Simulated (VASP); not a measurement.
# AgCl (R3m) in VASP: notebook

The runs below take AgCl through single point, with PBE, r2SCAN.

All numbers are computed with VASP 6.6.1; they aren't measurements. Logs are shortened: lines on timing, memory, paths and dates and some standing lists are left out, and cuts for length are marked.

## 1. The cell of the first run

Symmetry: R3m, No. 160, trigonal system. Conventional cell: a = 4.209 Å, b = 4.209 Å, c = 10.490 Å, α = 90.00°, β = 90.00°, γ = 120.00°. Ag (site symmetry 3m) has 4 Cl at 2.58 to 2.60 Å within 3.4 Å. Within 3.4 Å of Cl (site symmetry 3m) lie 4 Ag at 2.58 to 2.60 Å.

## 2. Single point, PBE (epitaxial 111 strain -0.6%)

INCAR

```
ALGO = Normal ; EDIFF = 1E-6
ENCUT = 520 ; GGA = PE
ISIF = 2 ; ISMEAR = -1
LASPH = T ; LCHARG = F
LREAL = F ; LWAVE = F
NBANDS = 16 ; NELM = 100
PREC = Accurate ; SIGMA = 0.02
```

KPOINTS

```
k-points
0
Gamma
  8 8 8
```

POSCAR

```
AgCl
1.0
    0.0348214894      3.0107069127      3.0107069127
    3.0107069127      0.0348214894      3.0107069127
    3.0107069127      3.0107069127      0.0348214894
Ag Cl
1 1
Direct
    0.0021147220      0.0021147220      0.0021147220
    0.2478852780      0.2478852780      0.2478852780
```

Potentials or basis: VASP PAW PBE potentials, release 64 (Ag, Cl).

The run is started by

```
> cat potpaw_PBE.64/Ag/POTCAR potpaw_PBE.64/Cl/POTCAR > POTCAR
> mpirun -np 1 vasp_std > vasp.out
```

OUTCAR:

```text
EDIFF = 1E-6
   ENCUT = 520
   GGA = PE
   ISIF = 2
   ISMEAR = -1
   LASPH = T
   LREAL = F
   NELM = 100
   PREC = Accurate

 ion  position               nearest neighbor table
   1  0.002  0.002  0.002-   2 2.58   2 2.60   2 2.60   2 2.60
   2  0.248  0.248  0.248-   1 2.58   1 2.60   1 2.60   1 2.60

  LATTYP: Found a trigonal (rhomboedric) cell.
 ALAT       =     4.2579249365
 COS(alpha) =     0.5115316711

  Lattice vectors:

 A1 = (   0.0348214894,   3.0107069127,   3.0107069127)
 A2 = (   3.0107069127,   0.0348214894,   3.0107069127)
 A3 = (   3.0107069127,   3.0107069127,   0.0348214894)

Analysis of symmetry for initial positions (statically):
=====================================================================
 Subroutine PRICEL returns:
 Original cell was already a primitive cell.

 Routine SETGRP: Setting up the symmetry group for a
 trigonal (rhombohedral) supercell.

 Subroutine GETGRP returns: Found  6 space group operations
 (whereof  6 operations were pure point group operations)
 out of a pool of 12 trial point group operations.

The static configuration has the point symmetry C_3v.

Analysis of symmetry for dynamics (positions and initial velocities):
=====================================================================
 Subroutine PRICEL returns:
 Original cell was already a primitive cell.

 Routine SETGRP: Setting up the symmetry group for a
 trigonal (rhombohedral) supercell.

 Subroutine GETGRP returns: Found  6 space group operations
 (whereof  6 operations were pure point group operations)
 out of a pool of 12 trial point group operations.

The dynamic configuration has the point symmetry C_3v.

 Subroutine INISYM returns: Found  6 space group operations
 (whereof  6 operations are pure point group operations),
 and found     1 'primitive' translations

----------------------------------------------------------------------------------------

                                     Primitive cell

  volume of cell :      53.6334

  direct lattice vectors                    reciprocal lattice vectors
     0.034821489  3.010706913  3.010706913    -0.168983269  0.167051174  0.167051174
     3.010706913  0.034821489  3.010706913     0.167051174 -0.168983269  0.167051174
     3.010706913  3.010706913  0.034821489     0.167051174  0.167051174 -0.168983269

  length of vectors
     4.257924936  4.257924936  4.257924936     0.290460900  0.290460900  0.290460900

  position of ions in fractional coordinates (direct lattice)
     0.002114722  0.002114722  0.002114722
     0.247885278  0.247885278  0.247885278

  ion indices of the primitive-cell ions
   primitive index   ion index
                 1           1
                 2           2

----------------------------------------------------------------------------------------

 KPOINTS: k-points

Automatic generation of k-mesh.
 Grid dimensions read from file:
 generate k-points for:    8    8    8

 Generating k-lattice:

  Cartesian coordinates                     Fractional coordinates (reciprocal lattice)
    -0.021122909  0.020881397  0.020881397     0.125000000  0.000000000  0.000000000
     0.020881397 -0.021122909  0.020881397     0.000000000  0.125000000  0.000000000
     0.020881397  0.020881397 -0.021122909     0.000000000  0.000000000  0.125000000

  Length of vectors
     0.036307613  0.036307613  0.036307613

  Shift w.r.t. Gamma in fractional coordinates (k-lattice)
     0.000000000  0.000000000  0.000000000

 Subroutine IBZKPT returns following result:
 ===========================================

 Found     65 irreducible k-points:

 Following reciprocal coordinates:
            Coordinates               Weight
  0.000000  0.000000  0.000000      1.000000
  0.125000 -0.000000 -0.000000      6.000000
  0.250000 -0.000000 -0.000000      6.000000
  0.375000  0.000000  0.000000      6.000000
  0.500000 -0.000000 -0.000000      3.000000
  0.125000  0.125000  0.000000      6.000000
[... 16 lines left out ...]
  0.250000  0.125000  0.125000      6.000000
  0.375000  0.125000  0.125000      6.000000
 [... further k-points ...]
   k-points           NKPTS =     65   k-points in BZ     NKDIM =     65   number of bands    NBANDS=     16
   number of dos      NEDOS =    301   number of ions     NIONS =      2
   total plane-waves  NPLWV =  32768
   dimension x,y,z NGX =    32 NGY =   32 NGZ =   32
   dimension x,y,z NGXF=    64 NGYF=   64 NGZF=   64
   ions per type =               1   1
   NGX,Y,Z   is equivalent  to a cutoff of  12.49, 12.49, 12.49 a.u.
   NGXF,Y,Z  is equivalent  to a cutoff of  24.99, 24.99, 24.99 a.u.
 SYSTEM =  unknown system
   PREC   = accura    normal or accurate (medium, high low for compatibility)
   ISTART =      0    job   : 0-new  1-cont  2-samecut
   ICHARG =      2    charge: 1-file 2-atom 10-const
   ISPIN  =      1    spin polarized calculation?
   LNONCOLLINEAR =      F non collinear calculations
   LSORBIT =      F    spin-orbit coupling
   LASPH  =      T    aspherical Exc in radial PAW
   ENCUT  =  520.0 eV  38.22 Ry    6.18 a.u.   7.92  7.92  7.92*2*pi/ulx,y,z
   NELM   =    100;   NELMIN=  2; NELMDL= -5     # of ELM steps
   EDIFF  = 0.1E-05   stopping-criterion for ELM
   LREAL  =      F    real-space projection
   EDIFFG = 0.1E-04   stopping-criterion for IOM
   NSW    =      0    number of steps for IOM
   IBRION =     -1    ionic relax: 0-MD 1-quasi-New 2-CG
   NFREE  =      0    steps in history (QN), initial steepest desc. (CG)
   ISIF   =      2    stress and relaxation
   ISYM   =      2    0-nonsym 1-usesym 2-fastsym
   POTIM  = 0.5000    time-step for ionic-motion
   TEBEG  =    0.0;   TEEND  =   0.0 temperature during run
   PSTRESS=    0.0 pullay stress
   NELECT =      18.0000    total number of electrons
   NUPDOWN=      -1.0000    fix difference up-down
   EMIN   =  10.00;   EMAX   =-10.00  energy-range for DOS
   EFERMI =   0.00;   METHOD = LEGACY
   ISMEAR =    -1;   SIGMA  =   0.02  broadening in eV -4-tet -1-fermi 0-gaus
   EFERMI_NEDOS =   21; number of points for ismear=-14 and -15
   IALGO  =     38    algorithm
   IMIX   =      4    mixing-type and parameters
     AMIX     =   0.40;   BMIX     =  1.00
     AMIX_MAG =   1.60;   BMIX_MAG =  1.00
  volume/ion in A,a.u.               =      26.82       180.97
  Fermi-wavevector in a.u.,A,eV,Ry     =   1.137681  2.149906 17.610275  1.294319
  Thomas-Fermi vector in A             =   2.274386
   LORBIT       =      0    0 simple, 1 ext, 2 COOP (PROOUT), +10 PAW based schemes
   GGA     = PE    functional components
   LHFCALC =     F    Hartree Fock is set to
   AEXX    =    0.0000 exact exchange contribution
   IVDW    =     0    specifies the selected vdW correction
   LEPSILON=     F    determine dielectric tensor
   LRPA    =     F    only Hartree local field effects (RPA)
 non-spin polarized calculation
  energy-cutoff  :      520.00
  volume of cell :       53.63
 maximum number of plane-waves:      1466
   NGX = 15   NGY = 15   NGZ = 15

 number of electron      18.0000001 magnetization

 Free energy of the ion-electron system (eV)
  ---------------------------------------------------
  ext. energy  EPLUGINS =         0.00000000
  ---------------------------------------------------
  free energy    TOTEN  =        -5.44646991 eV

  energy without entropy =       -5.44646991  energy(sigma->0) =       -5.44646991

 E-fermi :   2.2289     XC(G=0):  -8.5436

 val. band max:        1.7838941014   @ k =   0.0000   0.0000   0.0000
 cond. band min:       3.0110655222   @ k =   0.0000   0.0000   0.0000
 fundamental gap:      1.2271714208
 Fermi energy:         2.2288770418

 k-point     1 :       0.0000    0.0000    0.0000
  band No.  band energies     occupation
      1     -13.1020      2.00000
      2      -2.3938      2.00000
      3      -2.3046      2.00000
      4      -2.3046      2.00000
      5      -0.3687      2.00000
      6      -0.3687      2.00000
[... 8 lines left out ...]
     15      14.3904      0.00000
     16      14.6169      0.00000

 k-point     2 :       0.1250   -0.0000   -0.0000
  band No.  band energies     occupation
      1     -13.0758      2.00000
      2      -2.3840      2.00000
      3      -2.3258      2.00000
      4      -2.2788      2.00000
      5      -0.3743      2.00000
      6      -0.3714      2.00000
[... 8 lines left out ...]
     15      13.8664      0.00000
     16      14.9163      0.00000

 k-point     3 :       0.2500   -0.0000   -0.0000
  band No.  band energies     occupation
      1     -13.0118      2.00000
      2      -2.4282      2.00000
      3      -2.2693      2.00000
      4      -2.2198      2.00000
      5      -0.3722      2.00000
      6      -0.3608      2.00000
[... 8 lines left out ...]
     15      13.6399      0.00000
     16      14.1596      0.00000

 k-point     4 :       0.3750    0.0000    0.0000
  band No.  band energies     occupation
      1     -12.9469      2.00000
      2      -2.4234      2.00000
      3      -2.1983      2.00000
      4      -2.1666      2.00000
      5      -0.3396      2.00000
      6      -0.3180      2.00000
[... 8 lines left out ...]
     15      14.1166      0.00000
     16      14.3535      0.00000

 k-point     5 :       0.5000   -0.0000   -0.0000
  band No.  band energies     occupation
      1     -12.9198      2.00000
      2      -2.3952      2.00000
      3      -2.1700      2.00000
      4      -2.1467      2.00000
      5      -0.3134      2.00000
      6      -0.2873      2.00000
[... 8 lines left out ...]
     15      14.9494      0.00000
     16      15.2810      0.00000

 k-point     6 :       0.1250    0.1250    0.0000
  band No.  band energies     occupation
      1     -13.0674      2.00000
      2      -2.4280      2.00000
      3      -2.2971      2.00000
      4      -2.2500      2.00000
      5      -0.4051      2.00000
      6      -0.3468      2.00000
[... 8 lines left out ...]
     15      14.4254      0.00000
     16      15.7701      0.00000

 k-point     7 :       0.2500    0.1250    0.0000
  band No.  band energies     occupation
      1     -13.0163      2.00000
      2      -2.4772      2.00000
      3      -2.2335      2.00000
      4      -2.1955      2.00000
      5      -0.4246      2.00000
      6      -0.3271      2.00000
[... 8 lines left out ...]
     15      14.2423      0.00000
     16      15.5131      0.00000

 k-point     8 :       0.3750    0.1250    0.0000
  band No.  band energies     occupation
      1     -12.9518      2.00000
      2      -2.4582      2.00000
      3      -2.1618      2.00000
      4      -2.1509      2.00000
      5      -0.3931      2.00000
      6      -0.3013      2.00000
[... 8 lines left out ...]
     15      14.5676      0.00000
     16      14.9759      0.00000

 k-point     9 :       0.5000    0.1250   -0.0000
  band No.  band energies     occupation
      1     -12.9118      2.00000
      2      -2.3758      2.00000
      3      -2.1564      2.00000
      4      -2.1200      2.00000
      5      -0.3423      2.00000
      6      -0.2976      2.00000
[... 8 lines left out ...]
     15      14.9581      0.00000
     16      15.1207      0.00000
[... 172 lines left out ...]
 k-point    19 :       0.5000    0.3750    0.0000
  band No.  band energies     occupation
      1     -12.8722      2.00000
      2      -2.6189      2.00000
      3      -1.9124      2.00000
      4      -1.8381      2.00000
      5      -0.3537      2.00000
      6      -0.2446      2.00000
[... 8 lines left out ...]
     15      15.0348      0.00000
     16      15.8738      0.00000

 k-point    20 :      -0.3750    0.3750    0.0000
  band No.  band energies     occupation
      1     -12.8677      2.00000
      2      -2.4789      2.00000
      3      -1.9659      2.00000
      4      -1.8938      2.00000
      5      -0.4391      2.00000
      6      -0.3006      2.00000
[... 8 lines left out ...]
     15      14.7731      0.00000
     16      16.1854      0.00000

 k-point    21 :       0.5000    0.5000    0.0000
  band No.  band energies     occupation
      1     -12.8638      2.00000
      2      -2.6811      2.00000
      3      -1.8563      2.00000
      4      -1.7842      2.00000
      5      -0.3183      2.00000
      6      -0.2167      2.00000
[... 8 lines left out ...]
     15      14.6790      0.00000
     16      15.7439      0.00000

 k-point    22 :       0.1250    0.1250    0.1250
  band No.  band energies     occupation
      1     -13.0767      2.00000
      2      -2.4318      2.00000
      3      -2.2719      2.00000
      4      -2.2719      2.00000
      5      -0.3737      2.00000
      6      -0.3737      2.00000
[... 8 lines left out ...]
     15      13.8905      0.00000
     16      14.9983      0.00000

 k-point    23 :       0.2500    0.1250    0.1250
  band No.  band energies     occupation
      1     -13.0384      2.00000
      2      -2.4541      2.00000
      3      -2.2403      2.00000
      4      -2.2344      2.00000
      5      -0.4006      2.00000
      6      -0.3512      2.00000
[... 8 lines left out ...]
     15      13.8223      0.00000
     16      15.7714      0.00000

 k-point    24 :       0.3750    0.1250    0.1250
  band No.  band energies     occupation
      1     -12.9742      2.00000
      2      -2.4386      2.00000
      3      -2.1966      2.00000
      4      -2.1777      2.00000
      5      -0.3944      2.00000
      6      -0.3263      2.00000
[... 8 lines left out ...]
     15      14.1927      0.00000
     16      15.0591      0.00000

 [... further k-points ...]

------------------------ aborting loop because EDIFF is reached ----------------------------------------

  FORCE on cell =-STRESS in cart. coord.  units (eV):
  Direction    XX          YY          ZZ          XY          YZ          ZX
  --------------------------------------------------------------------------------------
  -------------------------------------------------------------------------------------
  Total        0.3566218      0.3566218      0.3566218     -0.0061291     -0.0061291     -0.0061291
  in kB       10.6532787     10.6532787     10.6532787     -0.1830938     -0.1830938     -0.1830938
  external PRESSURE =      10.6532787 kB  Pullay stress =       0.0000000 kB

 VOLUME and BASIS-vectors are now :
 -----------------------------------------------------------------------------
  energy-cutoff  :      520.00
  volume of cell :       53.63
      direct lattice vectors                 reciprocal lattice vectors
     0.034821489  3.010706913  3.010706913    -0.168983269  0.167051174  0.167051174
     3.010706913  0.034821489  3.010706913     0.167051174 -0.168983269  0.167051174
     3.010706913  3.010706913  0.034821489     0.167051174  0.167051174 -0.168983269

 POSITION                                       TOTAL-FORCE (eV/Angst)
 -----------------------------------------------------------------------------------
      0.01281      0.01281      0.01281        -0.003909     -0.003909     -0.003909
      1.50125      1.50125      1.50125         0.003909      0.003909      0.003909
 -----------------------------------------------------------------------------------
    total drift:                               -0.000106     -0.000106     -0.000106

  FREE ENERGIE OF THE ION-ELECTRON SYSTEM (eV)
  ---------------------------------------------------
  free  energy   TOTEN  =        -5.4464699065 eV

  energy  without entropy=       -5.4464699065  energy(sigma->0) =       -5.44646991
```

It took 80 s on 1 thread of Intel Xeon 8259CL, shared host; peak memory 0.21 GiB.

Results:

| Quantity | Value |
| --- | --- |
| Free energy | -5.4465 eV |
| Pressure | 1.1 GPa |
| Largest force | 0.007 eV/Å |
| Band gap on the k mesh | 1.23 eV |

Forces on the atoms (eV/Å):
```
Ag  -0.004 -0.004 -0.004
Cl   0.004  0.004  0.004
```

Caveat: the cell differs from its parent crystal (epitaxial 111 strain -0.6%).

## 3. Single point, r2SCAN (epitaxial 111 strain -0.6%)

POSCAR is that of step 2.

INCAR.step1

```
SYSTEM = AgCl
PREC = Accurate ; ENCUT = 520
ISMEAR = 0 ; SIGMA = 0.01
LREAL = .FALSE. ; LASPH = .TRUE.
NELM = 60 ; NBANDS = 16
GGA = PE ; ALGO = Normal
EDIFF = 1E-4 ; LWAVE = .TRUE.
LCHARG = .FALSE.
```

INCAR.step2

```
SYSTEM = AgCl
PREC = Accurate ; ENCUT = 520
EDIFF = 1E-6 ; ISMEAR = 0
SIGMA = 0.01 ; LREAL = .FALSE.
LASPH = .TRUE. ; NELM = 60
ALGO = Normal ; ISIF = 2
LWAVE = .FALSE. ; LCHARG = .FALSE.
METAGGA = R2SCAN ; LMIXTAU = .TRUE.
NBANDS = 16 ; ISTART = 1
```

KPOINTS

```
regular mesh
0
G
  8 8 8
  0 0 0
```

Potentials or basis: VASP PAW PBE potentials, release 64 (Ag, Cl).

The run is started by

```
> cat potpaw_PBE.64/Ag/POTCAR potpaw_PBE.64/Cl/POTCAR > POTCAR
> cp INCAR.step1 INCAR
> mpirun -np 1 vasp_std > vasp.out
> cp INCAR.step2 INCAR
> mpirun -np 1 vasp_std > vasp.out
```

It took 2.9 min on 1 thread of Intel Xeon 8259CL, shared host; peak memory 0.22 GiB.

The run converged. Its results:

| Property | Result |
| --- | --- |
| Free energy | -28.5439 eV |
| Pressure | -0.1 GPa |
| Largest force | 0.006 eV/Å |
| Band gap on the k mesh | 1.57 eV |

Forces in eV/Å, atoms in the order of the input:
```
Ag  -0.004 -0.004 -0.004
Cl   0.004  0.004  0.004
```

Levels at points of the mesh, in eV from the valence-band top:
| k point | band 5 | band 6 | band 7 | band 8 | band 9 | band 10 | band 11 | band 12 | band 13 | band 14 |
| --- | --- | --- | --- | --- | --- | --- | --- | --- | --- | --- |
| (0.00, 0.00, 0.00) | -2.15 | -2.15 | -0.04 | -0.04 | 0.00 | 1.57 | 8.50 | 8.73 | 8.73 | 13.17 |
| (0.50, 0.00, 0.00) | -2.10 | -2.07 | -1.99 | -0.62 | -0.56 | 4.17 | 6.98 | 8.86 | 8.92 | 12.17 |
| (0.50, 0.50, 0.00) | -2.11 | -2.00 | -1.73 | -1.40 | -1.38 | 5.05 | 5.94 | 8.92 | 11.28 | 11.33 |
| (0.50, 0.50, 0.50) | -2.09 | -2.09 | -2.03 | -0.65 | -0.65 | 4.24 | 6.88 | 9.04 | 9.04 | 12.26 |

Caveat: the cell differs from its parent crystal (epitaxial 111 strain -0.6%); the PAW data sets were made with another functional, which shifts forces and pressure a little.
